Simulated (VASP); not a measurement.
A run of VASP 6.6.1 is set up as follows.

INCAR

```
SYSTEM = ZnCu2SnS4
ALGO = Normal ; EDIFF = 1E-6
ENCUT = 520 ; GGA = PS
ISIF = 2 ; ISMEAR = -1
LASPH = .TRUE. ; LCHARG = .FALSE.
LREAL = .FALSE. ; LWAVE = .FALSE.
NBANDS = 46 ; NELM = 80
PREC = Accurate ; SIGMA = 0.05
```

The input KPOINTS:

```
k-points
0
G
  7 7 7
  0 0 0
```

POSCAR

```
ZnCu2SnS4
1.0
   -2.6877428899      2.6877428899      5.3736893508
    2.6877428899     -2.6877428899      5.3736893508
    2.6877428899      2.6877428899     -5.3736893508
Sn Zn Cu S
1 1 2 4
Direct
    0.5000000000      0.5000000000      0.0000000000
    0.2500000000      0.7500000000      0.5000000000
    0.7500000000      0.2500000000      0.5000000000
    0.0000000000      0.0000000000      0.0000000000
    0.6384722711      0.6296429681      0.5280733625
    0.8896010913      0.3615277289     -0.0088293030
    0.1015696056      0.1103989087      0.4719266375
    0.3703570319      0.8984303944      1.0088293030
```

Potentials or basis: VASP PAW PBE potentials, release 64 (Sn_d, Zn, Cu, S).

Run with:

```sh
$ cat potpaw_PBE.64/Sn_d/POTCAR potpaw_PBE.64/Zn/POTCAR potpaw_PBE.64/Cu/POTCAR potpaw_PBE.64/S/POTCAR > POTCAR
$ mpirun -np 1 vasp_std > vasp.out
```

Task: Estimate the pressure.

Result: 0.2 GPa.

Task: Estimate the largest force.

Result: 0.036 eV/Å.

Forces on the atoms (eV/Å):
```
Sn   0.000  0.000  0.000
Zn   0.000  0.000  0.000
Cu   0.000  0.000  0.000
Cu   0.000  0.000  0.000
S   -0.018 -0.023  0.021
S    0.023 -0.018 -0.021
S    0.018  0.023  0.021
S   -0.023  0.018 -0.021
```

Caveat: the PAW data sets were made with another functional, which shifts forces and pressure a little.
